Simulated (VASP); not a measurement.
A run of VASP 6.6.1 is set up as follows.

INCAR

```
SYSTEM = GaSb3
ALGO     = Normal         ! electronic algorithm
EDIFF    = 1E-6           ! SCF threshold, eV
EDIFFG   = -0.05          ! ionic threshold
ENCUT    = 600            ! plane-wave cutoff, eV
GGA      = PS             ! functional
IBRION   = 2              ! ionic algorithm
ISIF     = 3              ! what is computed and relaxed
ISMEAR   = 0              ! smearing method
IVDW     = 12             ! dispersion correction
LASPH    = .True.         ! aspherical terms in the spheres
LCHARG   = .False.        ! write CHGCAR
LREAL    = .False.        ! projectors in reciprocal space
LWAVE    = .False.        ! write WAVECAR
NELM     = 80             ! most SCF steps
NSW      = 100            ! ionic steps
PREC     = Accurate       ! precision mode
SIGMA    = 0.1            ! smearing width, eV
```

File KPOINTS:

```
k-points
0
Gamma
  6 6 6
  0 0 0
```

Contents of POSCAR:

```
GaSb3
1.0
    0.0000000000      3.7305950000      3.7305950000
    3.7305950000      0.0000000000      3.7305950000
    3.7305950000      3.7305950000      0.0000000000
Ga Sb
1 3
Direct
    0.0000000000      0.0000000000      0.0000000000
    0.2500000000      0.2500000000      0.2500000000
    0.7500000000      0.7500000000      0.7500000000
    0.5000000000      0.5000000000      0.5000000000
```

Potentials or basis: VASP PAW PBE potentials, release 64 (Ga_d, Sb).

Launch:

```sh
$ cat potpaw_PBE.64/Ga_d/POTCAR potpaw_PBE.64/Sb/POTCAR > POTCAR
$ mpirun -np 1 vasp_std > vasp.out
```

Problem. What does it give for the relaxed volume?

Solution. 23.05 Å³/atom.

Problem. What does it give for the dispersion energy per atom?

Solution. -0.493 eV.

The path:
| step | energy change (eV) | largest force (eV/Å) | pressure (GPa) | volume (Å³) |
| --- | --- | --- | --- | --- |
| 1 | 0.0000 | 0.0000 | -6.30 | 103.84 |
| 2 | -0.2378 | 0.0000 | 2.66 | 89.24 |
| 3 | -0.2622 | 0.0000 | 0.04 | 92.20 |

Caveat: the PAW data sets were made with another functional, which shifts forces and pressure a little.
